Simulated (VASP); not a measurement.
A run of VASP 6.6.1 is set up as follows.

Contents of INCAR:

```
SYSTEM = AlCu3
PREC = Accurate
ENCUT = 520
EDIFF = 1E-6
ISMEAR = 0
SIGMA = 0.15
LREAL = .FALSE.
LASPH = .TRUE.
NELM = 80
ALGO = Fast
ISIF = 2
LWAVE = .FALSE.
LCHARG = .TRUE.
GGA = PS
LELF = .TRUE.
LVHAR = .TRUE.
NBANDS = 26
```

File KPOINTS:

```
Automatic mesh
0
G
  14 14 14
  0 0 0
```

POSCAR

```
AlCu3
1.0
    0.0000000000      2.9375355411      2.9375355411
    2.8834704698      0.0540650713      2.8834704698
    2.8834704698      2.8834704698      0.0540650713
Al Cu
1 3
Direct
    0.0000000000      0.0000000000      0.0000000000
    0.5000000000      0.5000000000      0.5000000000
    0.2500000000      0.2500000000      0.2500000000
    0.7500000000      0.7500000000      0.7500000000
```

Potentials or basis: VASP PAW PBE potentials, release 64 (Al, Cu).

Launch:

```console
$ cat potpaw_PBE.64/Al/POTCAR potpaw_PBE.64/Cu/POTCAR > POTCAR
$ mpirun -np 1 vasp_std > vasp.out
```

**Question.** What does it give for the pressure?

**Answer.** 0.9 GPa.

**Question.** What does it give for the band gap on the k mesh?

**Answer.** Zero (band 18 reaches 12.26 eV, above the bottom of band 19 at 6.49 eV).

Stress tensor (GPa, compression positive):
```
 0.98  0.00  0.00
 0.00  0.92 -4.31
 0.00 -4.31  0.92
```

Caveat: the cell differs from its parent crystal (strain +0.0375 x Voigt [0, 0, 0, 1, 0, 0]); the PAW data sets were made with another functional, which shifts forces and pressure a little.
